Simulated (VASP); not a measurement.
A run of VASP 6.6.1 is set up as follows.

File POSCAR:

```
Os
1.0
    0.0000000000      1.8866500000      1.8866500000
    1.8866500000      0.0000000000      1.8866500000
    1.8866500000      1.8866500000      0.0000000000
Os
1
Direct
    0.0000000000      0.0000000000      0.0000000000
```

INCAR.step1

```
ALGO     = Normal         # electronic algorithm
EDIFF    = 1E-5           # SCF threshold, eV
ENCUT    = 620            # plane-wave cutoff, eV
GGA      = PE             # functional
GGA_COMPAT= F            
ISMEAR   = 0              # smearing method
LASPH    = T              # aspherical terms in the spheres
LCHARG   = F              # write CHGCAR
LREAL    = F              # projectors in reciprocal space
LWAVE    = T              # write WAVECAR
NBANDS   = 14             # bands
NELM     = 120            # most SCF steps
PREC     = Accurate       # precision mode
SIGMA    = 0.15           # smearing width, eV
```

INCAR.step2

```
ALGO     = Normal         # electronic algorithm
EDIFF    = 1E-6           # SCF threshold, eV
ENCUT    = 620            # plane-wave cutoff, eV
GGA_COMPAT= F            
ISIF     = 2              # what is computed and relaxed
ISMEAR   = 0              # smearing method
ISTART   = 1            
LASPH    = T              # aspherical terms in the spheres
LCHARG   = F              # write CHGCAR
LMIXTAU  = T            
LREAL    = F              # projectors in reciprocal space
LWAVE    = F              # write WAVECAR
METAGGA  = R2SCAN         # meta-GGA
NBANDS   = 14             # bands
NELM     = 120            # most SCF steps
PREC     = Accurate       # precision mode
SIGMA    = 0.15           # smearing width, eV
```

The input KPOINTS:

```
k-points
0
Gamma
  20 20 20
```

Potentials or basis: VASP PAW PBE potentials, release 64 (Os_sv_GW).

Run with:

```bash
$ cat potpaw_PBE.64/Os_sv_GW/POTCAR > POTCAR
$ cp INCAR.step1 INCAR
$ mpirun -np 1 vasp_std > vasp.out
$ cp INCAR.step2 INCAR
$ mpirun -np 1 vasp_std > vasp.out
```

**Question.** Predict the pressure.

**Answer.** 21.1 GPa.

**Question.** What does it give for the band gap on the k mesh?

**Answer.** Zero (bands 8 and 9 overlap by 4.39 eV).

Caveat: the cell differs from its parent crystal (strain -0.030 along x and y, -0.030 along z); the cell stands under pressure; the PAW data sets were made with another functional, which shifts forces and pressure a little; spin-orbit coupling is left out, which moves the levels of the heavy elements.
